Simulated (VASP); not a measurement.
# B (Fmmm) in VASP: single point with PBE

Aim: the single point of B with PBE.

Program: VASP 6.6.1. These are calculated values, not measurements. Logs are shortened: lines on timing, memory, paths and dates and some standing lists are left out, and cuts for length are marked.

### 1 The cell of the first run

Symmetry: Fmmm, No. 69, orthorhombic system. The conventional cell has a = 2.953 Å, b = 3.375 Å, c = 5.412 Å, α = 90.00°, β = 90.00°, γ = 90.00°. B (site symmetry mm2) has 9 B at 1.70 to 2.24 Å within 2.3 Å.

### 2 Single point, PBE

File INCAR:

```
PREC = Accurate ; ENCUT = 520
EDIFF = 1E-7 ; ISMEAR = 0
SIGMA = 0.1 ; LREAL = F
LASPH = T ; NELM = 60
ALGO = Normal ; ISIF = 2
LWAVE = F ; LCHARG = F
GGA = PE ; NBANDS = 14
```

File KPOINTS:

```
Automatic mesh
0
Gamma
  8 8 4
```

File POSCAR:

```
B
1.0
    1.6877460679     -1.4763510054      0.0000000000
    1.6877460679      1.4763510054      0.0000000000
    0.0000000000      0.0000000000      5.4117111721
B
4
Direct
    1.0000062544     -0.0000062544      0.1570572179
    0.4999937456      0.5000062544      0.6570572179
   -0.0000062544      1.0000062544      0.8429427821
    0.5000062544      0.4999937456      0.3429427821
```

Potentials or basis: VASP PAW PBE potentials, release 64 (B).

Run with:

```
$ cat potpaw_PBE.64/B/POTCAR > POTCAR
$ mpirun -np 1 vasp_std > vasp.out
```

OUTCAR:

```text
PREC = Accurate
   ENCUT = 520
   EDIFF = 1E-7
   ISMEAR = 0
   LREAL = F
   LASPH = T
   NELM = 60
   ISIF = 2
   GGA = PE

 ion  position               nearest neighbor table
   1  0.000  1.000  0.157-   3 1.70   4 1.79   4 1.79   4 1.96   4 1.96
   2  0.500  0.500  0.657-   4 1.70   3 1.79   3 1.79   3 1.96   3 1.96
   3  1.000  0.000  0.843-   1 1.70   2 1.79   2 1.79   2 1.96   2 1.96
   4  0.500  0.500  0.343-   2 1.70   1 1.79   1 1.79   1 1.96   1 1.96

  LATTYP: Found a base centered orthorhombic cell.
 ALAT       =     2.9527020108
 B/A-ratio  =     1.1431875358
 C/A-ratio  =     1.8327996365

  Lattice vectors:

 A1 = (  -1.6877460679,  -1.4763510054,   0.0000000000)
 A2 = (   1.6877460679,  -1.4763510054,   0.0000000000)
 A3 = (   0.0000000000,   0.0000000000,   5.4117111721)

Analysis of symmetry for initial positions (statically):
=====================================================================
 Subroutine PRICEL returns:
 Original cell was already a primitive cell.

 Routine SETGRP: Setting up the symmetry group for a
 base centered orthorhombic supercell.

 Subroutine GETGRP returns: Found  8 space group operations
 (whereof  4 operations were pure point group operations)
 out of a pool of  8 trial point group operations.

The static configuration has the point symmetry C_2h.
 The point group associated with its full space group is D_2h.

Analysis of symmetry for dynamics (positions and initial velocities):
=====================================================================
 Subroutine PRICEL returns:
 Original cell was already a primitive cell.

 Routine SETGRP: Setting up the symmetry group for a
 base centered orthorhombic supercell.

 Subroutine GETGRP returns: Found  8 space group operations
 (whereof  4 operations were pure point group operations)
 out of a pool of  8 trial point group operations.

The dynamic configuration has the point symmetry C_2h.
 The point group associated with its full space group is D_2h.

 Subroutine INISYM returns: Found  8 space group operations
 (whereof  4 operations are pure point group operations),
 and found     1 'primitive' translations

----------------------------------------------------------------------------------------

                                     Primitive cell

  volume of cell :      26.9688

  direct lattice vectors                    reciprocal lattice vectors
     1.687746068 -1.476351005  0.000000000     0.296253097 -0.338672848  0.000000000
     1.687746068  1.476351005  0.000000000     0.296253097  0.338672848  0.000000000
     0.000000000  0.000000000  5.411711172     0.000000000  0.000000000  0.184784437

  length of vectors
     2.242342320  2.242342320  5.411711172     0.449961327  0.449961327  0.184784437

  position of ions in fractional coordinates (direct lattice)
     0.000006254  0.999993746  0.157057218
     0.499993746  0.500006254  0.657057218
     0.999993746  0.000006254  0.842942782
     0.500006254  0.499993746  0.342942782

  ion indices of the primitive-cell ions
   primitive index   ion index
                 1           1
                 2           2
                 3           3
                 4           4

----------------------------------------------------------------------------------------

 KPOINTS: Automatic mesh

Automatic generation of k-mesh.
 Grid dimensions read from file:
 generate k-points for:    8    8    4

 Generating k-lattice:

  Cartesian coordinates                     Fractional coordinates (reciprocal lattice)
     0.037031637 -0.042334106  0.000000000     0.125000000 -0.000000000  0.000000000
     0.037031637  0.042334106  0.000000000    -0.000000000  0.125000000  0.000000000
     0.000000000  0.000000000  0.046196109     0.000000000  0.000000000  0.250000000

  Length of vectors
     0.056245166  0.056245166  0.046196109

  Shift w.r.t. Gamma in fractional coordinates (k-lattice)
     0.000000000  0.000000000  0.000000000

 Subroutine IBZKPT returns following result:
 ===========================================

 Found     63 irreducible k-points:

 Following reciprocal coordinates:
            Coordinates               Weight
  0.000000  0.000000  0.000000      1.000000
  0.125000 -0.000000  0.000000      4.000000
  0.250000 -0.000000  0.000000      4.000000
  0.375000 -0.000000  0.000000      4.000000
  0.500000 -0.000000  0.000000      2.000000
  0.125000  0.125000  0.000000      2.000000
[... 16 lines left out ...]
  0.125000 -0.000000  0.250000      8.000000
  0.250000 -0.000000  0.250000      8.000000
 [... further k-points ...]
   k-points           NKPTS =     63   k-points in BZ     NKDIM =     63   number of bands    NBANDS=     14
   number of dos      NEDOS =    301   number of ions     NIONS =      4
   total plane-waves  NPLWV =  12960
   dimension x,y,z NGX =    18 NGY =   18 NGZ =   40
   dimension x,y,z NGXF=    36 NGYF=   36 NGZF=   80
   ions per type =               4
   NGX,Y,Z   is equivalent  to a cutoff of  13.35, 13.35, 12.29 a.u.
   NGXF,Y,Z  is equivalent  to a cutoff of  26.69, 26.69, 24.58 a.u.
 SYSTEM =  unknown system
   PREC   = accura    normal or accurate (medium, high low for compatibility)
   ISTART =      0    job   : 0-new  1-cont  2-samecut
   ICHARG =      2    charge: 1-file 2-atom 10-const
   ISPIN  =      1    spin polarized calculation?
   LNONCOLLINEAR =      F non collinear calculations
   LSORBIT =      F    spin-orbit coupling
   LASPH  =      T    aspherical Exc in radial PAW
   ENCUT  =  520.0 eV  38.22 Ry    6.18 a.u.   4.17  4.17 10.06*2*pi/ulx,y,z
   NELM   =     60;   NELMIN=  2; NELMDL= -5     # of ELM steps
   EDIFF  = 0.1E-06   stopping-criterion for ELM
   LREAL  =      F    real-space projection
   EDIFFG = 0.1E-05   stopping-criterion for IOM
   NSW    =      0    number of steps for IOM
   IBRION =     -1    ionic relax: 0-MD 1-quasi-New 2-CG
   NFREE  =      0    steps in history (QN), initial steepest desc. (CG)
   ISIF   =      2    stress and relaxation
   ISYM   =      2    0-nonsym 1-usesym 2-fastsym
   POTIM  = 0.5000    time-step for ionic-motion
   TEBEG  =    0.0;   TEEND  =   0.0 temperature during run
   PSTRESS=    0.0 pullay stress
   NELECT =      12.0000    total number of electrons
   NUPDOWN=      -1.0000    fix difference up-down
   EMIN   =  10.00;   EMAX   =-10.00  energy-range for DOS
   EFERMI =   0.00;   METHOD = LEGACY
   ISMEAR =     0;   SIGMA  =   0.10  broadening in eV -4-tet -1-fermi 0-gaus
   EFERMI_NEDOS =   21; number of points for ismear=-14 and -15
   IALGO  =     38    algorithm
   IMIX   =      4    mixing-type and parameters
     AMIX     =   0.40;   BMIX     =  1.00
     AMIX_MAG =   1.60;   BMIX_MAG =  1.00
  volume/ion in A,a.u.               =       6.74        45.50
  Fermi-wavevector in a.u.,A,eV,Ry     =   1.249822  2.361821 21.253046  1.562055
  Thomas-Fermi vector in A             =   2.383845
   LORBIT       =      0    0 simple, 1 ext, 2 COOP (PROOUT), +10 PAW based schemes
   GGA     = PE    functional components
   LHFCALC =     F    Hartree Fock is set to
   AEXX    =    0.0000 exact exchange contribution
   IVDW    =     0    specifies the selected vdW correction
   LEPSILON=     F    determine dielectric tensor
   LRPA    =     F    only Hartree local field effects (RPA)
 non-spin polarized calculation
 Gauss-broadening in eV      SIGMA  =   0.10
  energy-cutoff  :      520.00
  volume of cell :       26.97
 maximum number of plane-waves:       744
 NGX is ok and might be reduce to    18
   NGX =  9   NGY =  9   NGZ = 21

 number of electron      11.9999999 magnetization

 Free energy of the ion-electron system (eV)
  ---------------------------------------------------
  ext. energy  EPLUGINS =         0.00000000
  ---------------------------------------------------
  free energy    TOTEN  =       -24.56822409 eV

  energy without entropy =      -24.56472702  energy(sigma->0) =      -24.56647556

 E-fermi :   7.4482     XC(G=0): -12.2076

 val. band max:        7.4327911984   @ k =   0.5000   0.3750   0.2500
 cond. band min:       7.5222881781   @ k =  -0.3750   0.2500   0.5000
 fundamental gap:      0.0894969798
 Fermi energy:         7.4482110917

 k-point     1 :       0.0000    0.0000    0.0000
  band No.  band energies     occupation
      1      -8.9646      2.00000
      2      -6.0426      2.00000
      3      -3.5486      2.00000
      4       4.4920      2.00000
      5      10.2205      0.00000
      6      10.9380      0.00000
      7      12.3271      0.00000
      8      12.3633      0.00000
      9      14.7355      0.00000
     10      18.6924      0.00000
     11      18.7658      0.00000
     12      21.5058      0.00000
     13      23.1311      0.00000
     14      23.5097      0.00000

 k-point     2 :       0.1250   -0.0000    0.0000
  band No.  band energies     occupation
      1      -8.5862      2.00000
      2      -5.6823      2.00000
      3      -3.1634      2.00000
      4       4.7179      2.00000
      5       8.4936      0.00000
      6       9.8191      0.00000
      7      11.8214      0.00000
      8      12.4367      0.00000
      9      14.2086      0.00000
     10      16.7695      0.00000
     11      18.6823      0.00000
     12      22.8018      0.00000
     13      22.8604      0.00000
     14      23.6797      0.00000
[... 343 lines left out ...]
      1      -8.3452      2.00000
      2      -6.5390      2.00000
      3      -1.8549      2.00000
      4       3.1783      2.00000
      5       8.7042      0.00000
      6       9.8757      0.00000
      7      12.0495      0.00000
      8      13.4500      0.00000
      9      13.9641      0.00000
     10      17.7225      0.00000
     11      19.5329      0.00000
     12      20.6272      0.00000
     13      21.8745      0.00000
     14      23.0583      0.00000

 k-point    24 :       0.2500   -0.0000    0.2500
  band No.  band energies     occupation
      1      -7.2122      2.00000
      2      -5.4301      2.00000
      3      -0.7731      2.00000
      4       3.8723      2.00000
      5       4.6354      2.00000
      6       6.0206      2.00000
      7      12.7200      0.00000
      8      13.7265      0.00000
      9      14.2292      0.00000
     10      15.6336      0.00000
     11      18.5226      0.00000
     12      19.1297      0.00000
     13      20.9862      0.00000
     14      22.8977      0.00000

 [... further k-points ...]

------------------------ aborting loop because EDIFF is reached ----------------------------------------

  FORCE on cell =-STRESS in cart. coord.  units (eV):
  Direction    XX          YY          ZZ          XY          YZ          ZX
  --------------------------------------------------------------------------------------
  -------------------------------------------------------------------------------------
  Total        0.0249825     -0.0012758     -0.0174975      0.0000000     -0.0000000      0.0000000
  in kB        1.4841776     -0.0757907     -1.0395033      0.0000000     -0.0000000      0.0000000
  external PRESSURE =       0.1229612 kB  Pullay stress =       0.0000000 kB

 VOLUME and BASIS-vectors are now :
 -----------------------------------------------------------------------------
  energy-cutoff  :      520.00
  volume of cell :       26.97
      direct lattice vectors                 reciprocal lattice vectors
     1.687746068 -1.476351005  0.000000000     0.296253097 -0.338672848  0.000000000
     1.687746068  1.476351005  0.000000000     0.296253097  0.338672848  0.000000000
     0.000000000  0.000000000  5.411711172     0.000000000  0.000000000  0.184784437

 POSITION                                       TOTAL-FORCE (eV/Angst)
 -----------------------------------------------------------------------------------
      1.68775      1.47633      0.84995         0.000000      0.000093     -0.006399
      1.68775      0.00002      3.55580         0.000000     -0.000093     -0.006399
      1.68775     -1.47633      4.56176         0.000000     -0.000093      0.006399
      1.68775     -0.00002      1.85591         0.000000      0.000093      0.006399
 -----------------------------------------------------------------------------------
    total drift:                               -0.000000      0.000000      0.000000

  FREE ENERGIE OF THE ION-ELECTRON SYSTEM (eV)
  ---------------------------------------------------
  free  energy   TOTEN  =       -24.5682240915 eV

  energy  without entropy=      -24.5647270244  energy(sigma->0) =      -24.56647556
```

Run time: 26 s. Hardware: 1 thread of Intel Xeon 8259CL, shared host; peak memory 0.14 GiB.

What came out:

* Free energy: -24.5682 eV
* Pressure: 0.0 GPa
* Largest force: 0.006 eV/Å
* Band gap on the k mesh: zero (bands 6 and 7 overlap by 6.46 eV)

Forces in eV/Å, atoms in the order of the input:
```
B    0.000  0.000 -0.006
B    0.000  0.000 -0.006
B    0.000  0.000  0.006
B    0.000  0.000  0.006
```

The gap in the log of VASP goes by the Fermi energy; the results here count the filled bands.